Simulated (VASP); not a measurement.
# Ca8Se7 (a cell with a defect) in VASP: a series of runs

Ca8Se7 (a cell with a defect) is run at these levels: PBE; tasks: single point.

Program: VASP 6.6.1. These are calculated values, not measurements. Logs are shortened: lines on timing, memory, paths and dates and some standing lists are left out, and cuts for length are marked.

### 1 The cell of the first run

The cell holds a defect, 15 atoms: a = 8.337 Å, b = 8.337 Å, c = 8.337 Å, α = 60.00°, β = 60.00°, γ = 60.00°.

### 2 Single point, PBE

Input file INCAR:

```
  PREC = Accurate
  ENCUT = 400
  EDIFF = 1E-6
  ISMEAR = -1
  SIGMA = 0.05
  LREAL = False
  LASPH = True
  NELM = 120
  ALGO = Normal
  ISIF = 2
  LWAVE = False
  LCHARG = False
  GGA = PE
  NBANDS = 74
  GGA_COMPAT = False
```

Input file KPOINTS:

```
regular mesh
0
Gamma
  2 2 2
```

Input file POSCAR:

```
Ca8Se7
1.0
    0.0000000000      5.8953040000      5.8953040000
    5.8953040000      0.0000000000      5.8953040000
    5.8953040000      5.8953040000      0.0000000000
Ca Se
8 7
Direct
   -0.0150484182      0.0323474413     -0.0022453465
   -0.0107494881      0.0034784466      0.4975959679
    0.0484770590      0.4962604134      0.0041711165
   -0.0135191502      0.4975740861      0.5294720170
    0.5126709327     -0.0288146294      0.0034785314
    0.5096869474      0.0034774288      0.4976008871
    0.4511234705      0.4962519320      0.0041631441
    0.5145798249      0.5031344440      0.4677070936
    0.2495783932      0.2285582728      0.2723107239
    0.2702653671      0.2461047810      0.7466331677
    0.2281878085      0.7544558347      0.2551680965
    0.2496756741      0.7709174964      0.7297523588
    0.7486203426      0.5950671077     -0.0922864198
    0.7370083884      0.2461076647      0.7466284181
    0.7621919921      0.7544588880      0.2551716587
```

Potentials or basis: VASP PAW PBE potentials, release 64 (Ca_sv, Se).

Run with:

```
$ cat potpaw_PBE.64/Ca_sv/POTCAR potpaw_PBE.64/Se/POTCAR > POTCAR
$ mpirun -np 1 vasp_std > vasp.out
```

OUTCAR:

```text
PREC = Accurate
   ENCUT = 400
   EDIFF = 1E-6
   ISMEAR = -1
   LREAL = False
   LASPH = True
   NELM = 120
   ISIF = 2
   GGA = PE

 ion  position               nearest neighbor table
   1  0.985  0.032  0.998-  14 2.96  10 2.96  15 2.96  11 2.96
   2  0.989  0.003  0.498-   9 2.87  11 2.90  14 2.90  12 2.91
   3  0.048  0.496  0.004-  13 2.62   9 2.79  12 2.84
   4  0.986  0.498  0.529-  11 2.95  15 2.95  14 2.97  10 2.97
   5  0.513  0.971  0.003-  10 2.95  14 2.95  11 2.97  15 2.97
   6  0.510  0.003  0.498-   9 2.87  15 2.90  10 2.90  12 2.91
   7  0.451  0.496  0.004-  13 2.62   9 2.79  12 2.84
   8  0.515  0.503  0.468-  11 2.96  15 2.96  10 2.97  14 2.97
   9  0.250  0.229  0.272-   7 2.79   3 2.79   6 2.87   2 2.87
  10  0.270  0.246  0.747-   6 2.90   5 2.95   1 2.96   8 2.97   4 2.97
  11  0.228  0.754  0.255-   2 2.90   4 2.95   8 2.96   1 2.96   5 2.97
  12  0.250  0.771  0.730-   3 2.84   7 2.84   6 2.91   2 2.91
  13  0.749  0.595  0.908-   7 2.62   3 2.62
  14  0.737  0.246  0.747-   2 2.90   5 2.95   1 2.96   8 2.97   4 2.97
  15  0.762  0.754  0.255-   6 2.90   4 2.95   8 2.96   1 2.96   5 2.97

  LATTYP: Found a face centered cubic cell.
 ALAT       =    11.7906080000

  Lattice vectors:

 A1 = (   0.0000000000,   5.8953040000,   5.8953040000)
 A2 = (   5.8953040000,   0.0000000000,   5.8953040000)
 A3 = (   5.8953040000,   5.8953040000,   0.0000000000)

Analysis of symmetry for initial positions (statically):
=====================================================================
 Subroutine PRICEL returns:
 Original cell was already a primitive cell.

 Routine SETGRP: Setting up the symmetry group for a
 face centered cubic supercell.

 Subroutine GETGRP returns: Found  1 space group operations
 (whereof  1 operations were pure point group operations)
 out of a pool of 48 trial point group operations.

The static configuration has the point symmetry C_1 .

Analysis of symmetry for dynamics (positions and initial velocities):
=====================================================================
 Subroutine PRICEL returns:
 Original cell was already a primitive cell.

 Routine SETGRP: Setting up the symmetry group for a
 face centered cubic supercell.

 Subroutine GETGRP returns: Found  1 space group operations
 (whereof  1 operations were pure point group operations)
 out of a pool of 48 trial point group operations.

The dynamic configuration has the point symmetry C_1 .

 Subroutine INISYM returns: Found  1 space group operations
 (whereof  1 operations are pure point group operations),
 and found     1 'primitive' translations

----------------------------------------------------------------------------------------

                                     Primitive cell

  volume of cell :     409.7780

  direct lattice vectors                    reciprocal lattice vectors
     0.000000000  5.895304000  5.895304000    -0.084813268  0.084813268  0.084813268
     5.895304000  0.000000000  5.895304000     0.084813268 -0.084813268  0.084813268
     5.895304000  5.895304000  0.000000000     0.084813268  0.084813268 -0.084813268

  length of vectors
     8.337218871  8.337218871  8.337218871     0.146900890  0.146900890  0.146900890

  position of ions in fractional coordinates (direct lattice)
     0.984951582  0.032347441  0.997754654
     0.989250512  0.003478447  0.497595968
     0.048477059  0.496260413  0.004171116
     0.986480850  0.497574086  0.529472017
     0.512670933  0.971185371  0.003478531
     0.509686947  0.003477429  0.497600887
     0.451123471  0.496251932  0.004163144
     0.514579825  0.503134444  0.467707094
     0.249578393  0.228558273  0.272310724
     0.270265367  0.246104781  0.746633168
     0.228187809  0.754455835  0.255168097
     0.249675674  0.770917496  0.729752359
     0.748620343  0.595067108  0.907713580
     0.737008388  0.246107665  0.746628418
     0.762191992  0.754458888  0.255171659

  ion indices of the primitive-cell ions
   primitive index   ion index
                 1           1
                 2           2
                 3           3
                 4           4
                 5           5
                 6           6
                 7           7
                 8           8
                 9           9
                10          10
                11          11
                12          12
                13          13
                14          14
                15          15

----------------------------------------------------------------------------------------

 KPOINTS: regular mesh

Automatic generation of k-mesh.
 Grid dimensions read from file:
 generate k-points for:    2    2    2

 Generating k-lattice:

  Cartesian coordinates                     Fractional coordinates (reciprocal lattice)
    -0.042406634  0.042406634  0.042406634     0.500000000  0.000000000  0.000000000
     0.042406634 -0.042406634  0.042406634     0.000000000  0.500000000  0.000000000
     0.042406634  0.042406634 -0.042406634     0.000000000  0.000000000  0.500000000

  Length of vectors
     0.073450445  0.073450445  0.073450445

  Shift w.r.t. Gamma in fractional coordinates (k-lattice)
     0.000000000  0.000000000  0.000000000

 Subroutine IBZKPT returns following result:
 ===========================================

 Found      8 irreducible k-points:

 Following reciprocal coordinates:
            Coordinates               Weight
  0.000000  0.000000  0.000000      1.000000
  0.500000  0.000000  0.000000      1.000000
  0.000000  0.500000  0.000000      1.000000
  0.000000  0.000000  0.500000      1.000000
  0.500000  0.500000  0.500000      1.000000
  0.500000  0.500000  0.000000      1.000000
  0.000000  0.500000  0.500000      1.000000
  0.500000  0.000000  0.500000      1.000000
   k-points           NKPTS =      8   k-points in BZ     NKDIM =      8   number of bands    NBANDS=     74
   number of dos      NEDOS =    301   number of ions     NIONS =     15
   total plane-waves  NPLWV = 157464
   dimension x,y,z NGX =    54 NGY =   54 NGZ =   54
   dimension x,y,z NGXF=   108 NGYF=  108 NGZF=  108
   ions per type =               8   7
   NGX,Y,Z   is equivalent  to a cutoff of  10.77, 10.77, 10.77 a.u.
   NGXF,Y,Z  is equivalent  to a cutoff of  21.54, 21.54, 21.54 a.u.
 SYSTEM =  unknown system
   PREC   = accura    normal or accurate (medium, high low for compatibility)
   ISTART =      0    job   : 0-new  1-cont  2-samecut
   ICHARG =      2    charge: 1-file 2-atom 10-const
   ISPIN  =      1    spin polarized calculation?
   LNONCOLLINEAR =      F non collinear calculations
   LSORBIT =      F    spin-orbit coupling
   LASPH  =      T    aspherical Exc in radial PAW
   ENCUT  =  400.0 eV  29.40 Ry    5.42 a.u.  13.60 13.60 13.60*2*pi/ulx,y,z
   NELM   =    120;   NELMIN=  2; NELMDL= -5     # of ELM steps
   EDIFF  = 0.1E-05   stopping-criterion for ELM
   LREAL  =      F    real-space projection
   EDIFFG = 0.1E-04   stopping-criterion for IOM
   NSW    =      0    number of steps for IOM
   IBRION =     -1    ionic relax: 0-MD 1-quasi-New 2-CG
   NFREE  =      0    steps in history (QN), initial steepest desc. (CG)
   ISIF   =      2    stress and relaxation
   ISYM   =      2    0-nonsym 1-usesym 2-fastsym
   POTIM  = 0.5000    time-step for ionic-motion
   TEBEG  =    0.0;   TEEND  =   0.0 temperature during run
   PSTRESS=    0.0 pullay stress
   NELECT =     122.0000    total number of electrons
   NUPDOWN=      -1.0000    fix difference up-down
   EMIN   =  10.00;   EMAX   =-10.00  energy-range for DOS
   EFERMI =   0.00;   METHOD = LEGACY
   ISMEAR =    -1;   SIGMA  =   0.05  broadening in eV -4-tet -1-fermi 0-gaus
   EFERMI_NEDOS =   21; number of points for ismear=-14 and -15
   IALGO  =     38    algorithm
   IMIX   =      4    mixing-type and parameters
     AMIX     =   0.40;   BMIX     =  1.00
     AMIX_MAG =   1.60;   BMIX_MAG =  1.00
  volume/ion in A,a.u.               =      27.32       184.35
  Fermi-wavevector in a.u.,A,eV,Ry     =   1.093147  2.065748 16.258559  1.194970
  Thomas-Fermi vector in A             =   2.229427
   LORBIT       =      0    0 simple, 1 ext, 2 COOP (PROOUT), +10 PAW based schemes
   GGA     = PE    functional components
   LHFCALC =     F    Hartree Fock is set to
   AEXX    =    0.0000 exact exchange contribution
   IVDW    =     0    specifies the selected vdW correction
   LEPSILON=     F    determine dielectric tensor
   LRPA    =     F    only Hartree local field effects (RPA)
 non-spin polarized calculation
  energy-cutoff  :      400.00
  volume of cell :      409.78
 maximum number of plane-waves:      7456
   NGX = 27   NGY = 27   NGZ = 27

 number of electron     122.0000018 magnetization

 Free energy of the ion-electron system (eV)
  ---------------------------------------------------
  ext. energy  EPLUGINS =         0.00000000
  ---------------------------------------------------
  free energy    TOTEN  =       -65.86811206 eV

  energy without entropy =      -65.84225269  energy(sigma->0) =      -65.85518238

 E-fermi :   4.3130     XC(G=0):  -8.9292

 val. band max:        4.2368093505   @ k =   0.5000   0.0000   0.5000
 cond. band min:       4.3374450517   @ k =   0.0000   0.0000   0.0000
 fundamental gap:      0.1006357012
 Fermi energy:         4.3129533325

 k-point     1 :       0.0000    0.0000    0.0000
  band No.  band energies     occupation
      1     -37.7815      2.00000
      2     -37.7774      2.00000
      3     -37.7611      2.00000
      4     -37.7548      2.00000
      5     -37.6872      2.00000
      6     -37.6848      2.00000
[... 65 lines left out ...]
     72       6.5755      0.00000
     73       6.6336      0.00000
[... 530 lines left out ...]
     72       6.6562      0.00000
     73       6.7398      0.00000
 [bands above 73 left out]

------------------------ aborting loop because EDIFF is reached ----------------------------------------

  FORCE on cell =-STRESS in cart. coord.  units (eV):
  Direction    XX          YY          ZZ          XY          YZ          ZX
  --------------------------------------------------------------------------------------
  -------------------------------------------------------------------------------------
  Total       -0.1175671      8.3278772      8.3282660     -0.0342973      3.9254931      0.0341882
  in kB       -0.4596718     32.5608913     32.5624115     -0.1340980     15.3481555      0.1336713
  external PRESSURE =      21.5545437 kB  Pullay stress =       0.0000000 kB

 VOLUME and BASIS-vectors are now :
 -----------------------------------------------------------------------------
  energy-cutoff  :      400.00
  volume of cell :      409.78
      direct lattice vectors                 reciprocal lattice vectors
     0.000000000  5.895304000  5.895304000    -0.084813268  0.084813268  0.084813268
     5.895304000  0.000000000  5.895304000     0.084813268 -0.084813268  0.084813268
     5.895304000  5.895304000  0.000000000     0.084813268  0.084813268 -0.084813268

 POSITION                                       TOTAL-FORCE (eV/Angst)
 -----------------------------------------------------------------------------------
      6.07276     11.68866      5.99729         0.005618      0.085816     -0.085714
      2.95399      8.76541      5.85244         0.000301      0.047242     -0.050945
      2.95020      0.31038      3.21139         0.005601      0.027777     -0.255462
      6.05475      8.93700      8.74895        -0.056388      0.056502     -0.056383
      5.74594      3.04286      8.74778         0.076109      0.049379     -0.049279
      2.95401      5.93827      3.02526         0.000288      0.051047     -0.047114
      2.95010      2.68405      5.58507         0.005756      0.255313     -0.027893
      5.72341      5.79088      5.99974        -0.003262      0.088123     -0.087960
      2.95277      3.07669      2.81876         0.002648      0.083960     -0.084253
      5.85249      5.99493      3.04416         0.044637      0.057703     -0.109784
      5.95204      2.84953      5.79298        -0.051647      0.115580     -0.052577
      8.84691      5.77403      6.01671         0.001788      0.073741     -0.073939
      8.85935      9.76459      7.92145        -0.024186     -1.154609      1.154683
      5.85248      8.74649      5.79577         0.044477      0.109805     -0.057804
      5.95208      5.99767      8.94112        -0.051740      0.052621     -0.115578
 -----------------------------------------------------------------------------------
    total drift:                               -0.000445     -0.000284      0.000244

  FREE ENERGIE OF THE ION-ELECTRON SYSTEM (eV)
  ---------------------------------------------------
  free  energy   TOTEN  =       -65.8681120621 eV

  energy  without entropy=      -65.8422526880  energy(sigma->0) =      -65.85518238
```

It took 3.5 min on 1 thread of Oxide Virtual Turin-like, shared host; peak memory 0.39 GiB.

Results:

```
Free energy            : -65.8681 eV
Pressure               : 2.2 GPa
Largest force          : 1.633 eV/Å
Band gap on the k mesh : 0.10 eV
```

Forces on the atoms (eV/Å):
```
Ca   0.006  0.086 -0.086
Ca   0.000  0.047 -0.051
Ca   0.006  0.028 -0.255
Ca  -0.056  0.057 -0.056
Ca   0.076  0.049 -0.049
Ca   0.000  0.051 -0.047
Ca   0.006  0.255 -0.028
Ca  -0.003  0.088 -0.088
Se   0.003  0.084 -0.084
Se   0.045  0.058 -0.110
Se  -0.052  0.116 -0.053
Se   0.002  0.074 -0.074
Se  -0.024 -1.155  1.155
Se   0.044  0.110 -0.058
Se  -0.052  0.053 -0.116
```

Stress tensor (GPa, compression positive):
```
-0.05 -0.01  0.01
-0.01  3.26  1.53
 0.01  1.53  3.26
```

Caveat: the k points lie up to 0.46 Å⁻¹ apart.

(Continued in part 2 of 2.)
